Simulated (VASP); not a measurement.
# Sb (Fm-3m) in VASP: a series of runs

The runs below take Sb through single point, with PBE.

Everything below comes from runs of VASP 6.6.1. Logs are shortened: lines on timing, memory, paths and dates and some standing lists are left out, and cuts for length are marked.

## Step 1: The cell of the first run

The structure is cubic, space group Fm-3m (No. 225). The conventional cell has a = 4.588 Å, b = 4.588 Å, c = 4.588 Å, α = 90.00°, β = 90.00°, γ = 90.00°. Within 4.3 Å of Sb (site symmetry m-3m) lie 12 Sb at 3.24 Å.

## Step 2: Single point, PBE (volume scaled by 0.88)

The input, INCAR:

```
SYSTEM = Sb
ALGO     = Normal         ! electronic algorithm
EDIFF    = 1E-7           ! SCF threshold, eV
ENCUT    = 520            ! plane-wave cutoff, eV
GGA      = PE             ! functional
ISIF     = 2              ! what is computed and relaxed
ISMEAR   = -1             ! smearing method
LASPH    = .True.         ! aspherical terms in the spheres
LCHARG   = .False.        ! write CHGCAR
LREAL    = .False.        ! projectors in reciprocal space
LWAVE    = .False.        ! write WAVECAR
NBANDS   = 8              ! bands
NELM     = 100            ! most SCF steps
PREC     = Accurate       ! precision mode
SIGMA    = 0.1            ! smearing width, eV
```

The input, KPOINTS:

```
k-points
0
Gamma
  19 19 19
  0 0 0
```

The input, POSCAR:

```
Sb
1.0
    0.0000000000      2.2942103790      2.2942103790
    2.2942103790      0.0000000000      2.2942103790
    2.2942103790      2.2942103790      0.0000000000
Sb
1
Direct
    0.0000000000      0.0000000000      0.0000000000
```

Potentials or basis: VASP PAW PBE potentials, release 64 (Sb).

The run is started by

```sh
$ cat potpaw_PBE.64/Sb/POTCAR > POTCAR
$ mpirun -np 1 vasp_std > vasp.out
```

OUTCAR:

```text
SYSTEM = Sb
   EDIFF = 1E-7
   ENCUT = 520
   GGA = PE
   ISIF = 2
   ISMEAR = -1
   LASPH = .True.
   LREAL = .False.
   NELM = 100
   PREC = Accurate

 ion  position               nearest neighbor table
   1  0.000  0.000  0.000-

  LATTYP: Found a face centered cubic cell.
 ALAT       =     4.5884207580

  Lattice vectors:

 A1 = (   0.0000000000,   2.2942103790,   2.2942103790)
 A2 = (   2.2942103790,   0.0000000000,   2.2942103790)
 A3 = (   2.2942103790,   2.2942103790,   0.0000000000)

Analysis of symmetry for initial positions (statically):
=====================================================================
 Subroutine PRICEL returns:
 Original cell was already a primitive cell.

 Routine SETGRP: Setting up the symmetry group for a
 face centered cubic supercell.

 Subroutine GETGRP returns: Found 48 space group operations
 (whereof 48 operations were pure point group operations)
 out of a pool of 48 trial point group operations.

The static configuration has the point symmetry O_h .

Analysis of symmetry for dynamics (positions and initial velocities):
=====================================================================
 Subroutine PRICEL returns:
 Original cell was already a primitive cell.

 Routine SETGRP: Setting up the symmetry group for a
 face centered cubic supercell.

 Subroutine GETGRP returns: Found 48 space group operations
 (whereof 48 operations were pure point group operations)
 out of a pool of 48 trial point group operations.

The dynamic configuration has the point symmetry O_h .

 Subroutine INISYM returns: Found 48 space group operations
 (whereof 48 operations are pure point group operations),
 and found     1 'primitive' translations

----------------------------------------------------------------------------------------

                                     Primitive cell

  volume of cell :      24.1507

  direct lattice vectors                    reciprocal lattice vectors
     0.000000000  2.294210379  2.294210379    -0.217939908  0.217939908  0.217939908
     2.294210379  0.000000000  2.294210379     0.217939908 -0.217939908  0.217939908
     2.294210379  2.294210379  0.000000000     0.217939908  0.217939908 -0.217939908

  length of vectors
     3.244503433  3.244503433  3.244503433     0.377482994  0.377482994  0.377482994

  position of ions in fractional coordinates (direct lattice)
     0.000000000  0.000000000  0.000000000

  ion indices of the primitive-cell ions
   primitive index   ion index
                 1           1

----------------------------------------------------------------------------------------

 KPOINTS: k-points

Automatic generation of k-mesh.
 Grid dimensions read from file:
 generate k-points for:   19   19   19

 Generating k-lattice:

  Cartesian coordinates                     Fractional coordinates (reciprocal lattice)
    -0.011470521  0.011470521  0.011470521     0.052631579  0.000000000  0.000000000
     0.011470521 -0.011470521  0.011470521     0.000000000  0.052631579  0.000000000
     0.011470521  0.011470521 -0.011470521     0.000000000  0.000000000  0.052631579

  Length of vectors
     0.019867526  0.019867526  0.019867526

  Shift w.r.t. Gamma in fractional coordinates (k-lattice)
     0.000000000  0.000000000  0.000000000

 Subroutine IBZKPT returns following result:
 ===========================================

 Found    220 irreducible k-points:

 Following reciprocal coordinates:
            Coordinates               Weight
  0.000000  0.000000  0.000000      1.000000
  0.052632  0.000000  0.000000      8.000000
  0.105263  0.000000  0.000000      8.000000
  0.157895  0.000000  0.000000      8.000000
  0.210526  0.000000  0.000000      8.000000
  0.263158  0.000000  0.000000      8.000000
[... 16 lines left out ...]
 -0.315789  0.052632  0.000000     24.000000
 -0.263158  0.052632  0.000000     24.000000
 [... further k-points ...]
   k-points           NKPTS =    220   k-points in BZ     NKDIM =    220   number of bands    NBANDS=      8
   number of dos      NEDOS =    301   number of ions     NIONS =      1
   total plane-waves  NPLWV =  13824
   dimension x,y,z NGX =    24 NGY =   24 NGZ =   24
   dimension x,y,z NGXF=    48 NGYF=   48 NGZF=   48
   ions per type =               1
   NGX,Y,Z   is equivalent  to a cutoff of  12.30, 12.30, 12.30 a.u.
   NGXF,Y,Z  is equivalent  to a cutoff of  24.59, 24.59, 24.59 a.u.
 SYSTEM =  Sb
   PREC   = accura    normal or accurate (medium, high low for compatibility)
   ISTART =      0    job   : 0-new  1-cont  2-samecut
   ICHARG =      2    charge: 1-file 2-atom 10-const
   ISPIN  =      1    spin polarized calculation?
   LNONCOLLINEAR =      F non collinear calculations
   LSORBIT =      F    spin-orbit coupling
   LASPH  =      T    aspherical Exc in radial PAW
   ENCUT  =  520.0 eV  38.22 Ry    6.18 a.u.   6.03  6.03  6.03*2*pi/ulx,y,z
   NELM   =    100;   NELMIN=  2; NELMDL= -5     # of ELM steps
   EDIFF  = 0.1E-06   stopping-criterion for ELM
   LREAL  =      F    real-space projection
   EDIFFG = 0.1E-05   stopping-criterion for IOM
   NSW    =      0    number of steps for IOM
   IBRION =     -1    ionic relax: 0-MD 1-quasi-New 2-CG
   NFREE  =      0    steps in history (QN), initial steepest desc. (CG)
   ISIF   =      2    stress and relaxation
   ISYM   =      2    0-nonsym 1-usesym 2-fastsym
   POTIM  = 0.5000    time-step for ionic-motion
   TEBEG  =    0.0;   TEEND  =   0.0 temperature during run
   PSTRESS=    0.0 pullay stress
   NELECT =       5.0000    total number of electrons
   NUPDOWN=      -1.0000    fix difference up-down
   EMIN   =  10.00;   EMAX   =-10.00  energy-range for DOS
   EFERMI =   0.00;   METHOD = LEGACY
   ISMEAR =    -1;   SIGMA  =   0.10  broadening in eV -4-tet -1-fermi 0-gaus
   EFERMI_NEDOS =   21; number of points for ismear=-14 and -15
   IALGO  =     38    algorithm
   IMIX   =      4    mixing-type and parameters
     AMIX     =   0.40;   BMIX     =  1.00
     AMIX_MAG =   1.60;   BMIX_MAG =  1.00
  volume/ion in A,a.u.               =      24.15       162.98
  Fermi-wavevector in a.u.,A,eV,Ry     =   0.968475  1.830152 12.761491  0.937943
  Thomas-Fermi vector in A             =   2.098447
   LORBIT       =      0    0 simple, 1 ext, 2 COOP (PROOUT), +10 PAW based schemes
   GGA     = PE    functional components
   LHFCALC =     F    Hartree Fock is set to
   AEXX    =    0.0000 exact exchange contribution
   IVDW    =     0    specifies the selected vdW correction
   LEPSILON=     F    determine dielectric tensor
   LRPA    =     F    only Hartree local field effects (RPA)
 non-spin polarized calculation
  energy-cutoff  :      520.00
  volume of cell :       24.15
 maximum number of plane-waves:       663
   NGX = 13   NGY = 13   NGZ = 13

 number of electron       4.9999999 magnetization

 Free energy of the ion-electron system (eV)
  ---------------------------------------------------
  ext. energy  EPLUGINS =         0.00000000
  ---------------------------------------------------
  free energy    TOTEN  =        -3.74190404 eV

  energy without entropy =       -3.71991047  energy(sigma->0) =       -3.73090725

 E-fermi :  10.0427     XC(G=0): -10.7174

 val. band max:       10.0394608188   @ k =  -0.3684   0.2105   0.0526
 cond. band min:      10.0499653104   @ k =  -0.2632   0.3684   0.1579
 fundamental gap:      0.0105044916
 Fermi energy:        10.0427236116

 k-point     1 :       0.0000    0.0000    0.0000
  band No.  band energies     occupation
      1      -3.8151      2.00000
      2      16.1790      0.00000
      3      16.1790      0.00000
      4      16.1790      0.00000
      5      20.2288      0.00000
      6      20.3373      0.00000
      7      20.3373      0.00000
      8      20.3373      0.00000

 k-point     2 :       0.0526    0.0000    0.0000
  band No.  band energies     occupation
      1      -3.7543      2.00000
      2      15.5149      0.00000
      3      16.0829      0.00000
      4      16.0829      0.00000
      5      19.5046      0.00000
      6      20.4875      0.00000
      7      20.4875      0.00000
      8      21.5498      0.00000

 k-point     3 :       0.1053    0.0000    0.0000
  band No.  band energies     occupation
      1      -3.5722      2.00000
      2      14.0249      0.00000
      3      15.8357      0.00000
      4      15.8357      0.00000
      5      19.1254      0.00000
      6      20.8721      0.00000
      7      20.8721      0.00000
      8      22.8228      0.00000

 k-point     4 :       0.1579    0.0000    0.0000
  band No.  band energies     occupation
      1      -3.2693      2.00000
      2      12.2861      0.00000
      3      15.5154      0.00000
      4      15.5154      0.00000
      5      18.8897      0.00000
      6      21.2595      0.00000
      7      21.2595      0.00000
      8      22.9037      0.00000

 k-point     5 :       0.2105    0.0000    0.0000
  band No.  band energies     occupation
      1      -2.8471      2.00000
      2      10.5217      0.01649
      3      15.1837      0.00000
      4      15.1837      0.00000
      5      18.7290      0.00000
      6      21.1551      0.00000
      7      21.1551      0.00000
      8      22.5412      0.00000

 k-point     6 :       0.2632    0.0000    0.0000
  band No.  band energies     occupation
      1      -2.3089      2.00000
      2       8.8150      1.99999
      3      14.8774      0.00000
      4      14.8774      0.00000
      5      18.6369      0.00000
      6      20.6805      0.00000
      7      20.6805      0.00000
      8      21.7701      0.00000

 k-point     7 :       0.3158    0.0000    0.0000
  band No.  band energies     occupation
      1      -1.6619      2.00000
      2       7.2089      2.00000
      3      14.6171      0.00000
      4      14.6171      0.00000
      5      18.6159      0.00000
      6      20.2012      0.00000
      7      20.2012      0.00000
      8      21.0749      0.00000
[... 133 lines left out ...]
 k-point    20 :      -0.4737    0.0526    0.0000
  band No.  band energies     occupation
      1       0.6140      2.00000
      2       3.5393      2.00000
      3      13.6381      0.00000
      4      14.0673      0.00000
      5      18.4611      0.00000
      6      19.3481      0.00000
      7      19.6014      0.00000
      8      20.8600      0.00000

 k-point    21 :      -0.4211    0.0526    0.0000
  band No.  band energies     occupation
      1       0.1424      2.00000
      2       4.1758      2.00000
      3      13.5473      0.00000
      4      14.2677      0.00000
      5      18.6775      0.00000
      6      19.2391      0.00000
      7      19.5542      0.00000
      8      21.0849      0.00000

 k-point    22 :      -0.3684    0.0526    0.0000
  band No.  band energies     occupation
      1      -0.6138      2.00000
      2       5.3421      2.00000
      3      13.5409      0.00000
      4      14.5359      0.00000
      5      18.9050      0.00000
      6      19.2668      0.00000
      7      19.6386      0.00000
      8      21.4597      0.00000

 k-point    23 :      -0.3158    0.0526    0.0000
  band No.  band energies     occupation
      1      -1.3719      2.00000
      2       6.7505      2.00000
      3      13.6223      0.00000
      4      14.8568      0.00000
      5      18.9523      0.00000
      6      19.6406      0.00000
      7      19.8561      0.00000
      8      21.9448      0.00000

 k-point    24 :      -0.2632    0.0526    0.0000
  band No.  band energies     occupation
      1      -2.0514      2.00000
      2       8.3111      2.00000
      3      13.7915      0.00000
      4      15.2109      0.00000
      5      18.9697      0.00000
      6      20.1986      0.00000
      7      20.2063      0.00000
      8      22.4831      0.00000

 [... further k-points ...]
[... 5 lines left out ...]
  --------------------------------------------------------------------------------------
  -------------------------------------------------------------------------------------
  Total        1.5140118      1.5140118      1.5140118      0.0000000      0.0000000     -0.0000000
  in kB      100.4407924    100.4407924    100.4407924      0.0000000      0.0000000     -0.0000000
  external PRESSURE =     100.4407924 kB  Pullay stress =       0.0000000 kB

 VOLUME and BASIS-vectors are now :
 -----------------------------------------------------------------------------
  energy-cutoff  :      520.00
  volume of cell :       24.15
      direct lattice vectors                 reciprocal lattice vectors
     0.000000000  2.294210379  2.294210379    -0.217939908  0.217939908  0.217939908
     2.294210379  0.000000000  2.294210379     0.217939908 -0.217939908  0.217939908
     2.294210379  2.294210379  0.000000000     0.217939908  0.217939908 -0.217939908

 POSITION                                       TOTAL-FORCE (eV/Angst)
 -----------------------------------------------------------------------------------
      0.00000      0.00000      0.00000        -0.000000     -0.000000      0.000000
 -----------------------------------------------------------------------------------
    total drift:                                0.000000      0.000000     -0.000000

  FREE ENERGIE OF THE ION-ELECTRON SYSTEM (eV)
  ---------------------------------------------------
  free  energy   TOTEN  =        -3.7419040367 eV

  energy  without entropy=       -3.7199104717  energy(sigma->0) =       -3.73090725
```

Run time: 23 s. Hardware: 1 thread of AMD EPYC 7R13 (Zen 3), shared host; peak memory 0.14 GiB.

What came out:

- Free energy: -3.7419 eV
- Pressure: 10.0 GPa

Caveat: spin-orbit coupling is left out, which moves the levels of the heavy elements.

(Continued in part 2 of 2.)
